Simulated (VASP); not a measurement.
Wanted: the native input for a VASP 6.6.1 run.

```
Task                   : single point
Functional             : PBE
Potentials or basis    : VASP PAW PBE potentials, release 64 (Rh_pv)
Cutoff                 : 520 eV
k mesh                 : 22 × 22 × 22
Occupations            : methfessel-paxton, width 0.02 eV
Spin                   : no spin polarisation
Dipole correction      : no
Further INCAR settings : ALGO = Fast; EDIFF = 1e-06; NBANDS = 14
```

The structure of Rh lies in POSCAR:

```
Rh
1.0
    0.0000000000      1.9015500000      1.8825345000
    1.9015500000      0.0000000000      1.8825345000
    1.9015500000      1.9015500000      0.0000000000
Rh
1
Direct
    0.0000000000      0.0000000000      0.0000000000
```

This cell differs from its parent crystal: strain -0.0100 x Voigt [0, 0, 1, 0, 0, 0].

These files were run (other wordings do the same):

INCAR

```
SYSTEM = Rh
ALGO = Fast
EDIFF = 1E-6
ENCUT = 520
GGA = PE
ISIF = 2
ISMEAR = 1
LASPH = .TRUE.
LCHARG = .FALSE.
LREAL = .FALSE.
LWAVE = .FALSE.
NBANDS = 14
NELM = 60
PREC = Accurate
SIGMA = 0.02
```

KPOINTS

```
k-points
0
G
  22 22 22
  0 0 0
```

Potentials or basis: VASP PAW PBE potentials, release 64 (Rh_pv).

Command:

```console
$ cat potpaw_PBE.64/Rh_pv/POTCAR > POTCAR
$ mpirun -np 1 vasp_std > vasp.out
```

Results of the run:

* Pressure: 8.6 GPa

Caveat: the cell differs from its parent crystal (strain -0.0100 x Voigt [0, 0, 1, 0, 0, 0]).

Run time: 2 min on 1 thread of Intel(R) Xeon(R) Platinum 8259CL CPU @ 2.50GHz (Skylake/Cascade Lake), with other jobs on the host, peak memory 0.25 GiB.
